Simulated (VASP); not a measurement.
A run of VASP 6.6.1:

The input INCAR:

```
PREC = Accurate
ENCUT = 500
EDIFF = 1E-6
ISMEAR = 0
SIGMA = 0.05
LREAL = False
LASPH = True
NELM = 200
ALGO = Normal
ISIF = 2
LWAVE = False
LCHARG = False
ISPIN = 2
MAGMOM = 0.05 0.05 0 0 0 0
LORBIT = 11
LMAXMIX = 4
GGA = RE
NBANDS = 39
GGA_COMPAT = False
```

File KPOINTS:

```
regular mesh
0
Gamma
  8 8 2
```

File POSCAR:

```
MoS2
1.0
    3.1609689772      0.0000000000      0.0000000000
   -1.5804844886      2.7374794348      0.0000000000
    0.0000000000      0.0000000000     12.2952528969
Mo S
2 4
Direct
    0.3333333333      0.6666666667      0.2500000000
    0.6666666667      0.3333333333      0.7500000000
    0.3333333333      0.6666666667      0.6225317062
    0.6666666667      0.3333333333      0.1225317062
    0.3333333333      0.6666666667      0.8774682938
    0.6666666667      0.3333333333      0.3774682938
```

Potentials or basis: VASP PAW PBE potentials, release 64 (Mo_sv, S).

Command:

```sh
$ cat potpaw_PBE.64/Mo_sv/POTCAR potpaw_PBE.64/S/POTCAR > POTCAR
$ mpirun -np 1 vasp_std > vasp.out
```

Hardware: 1 thread of AMD EPYC 9R45 96-Core Processor (Zen 5), on a shared host.

**Question.** How long does it take, and how much memory?

**Answer.** Run time: 100 s on 1 thread of AMD EPYC 9R45 96-Core Processor (Zen 5), on a shared host, peak memory 0.28 GiB. Counts: scf iterations 17, k points 20.
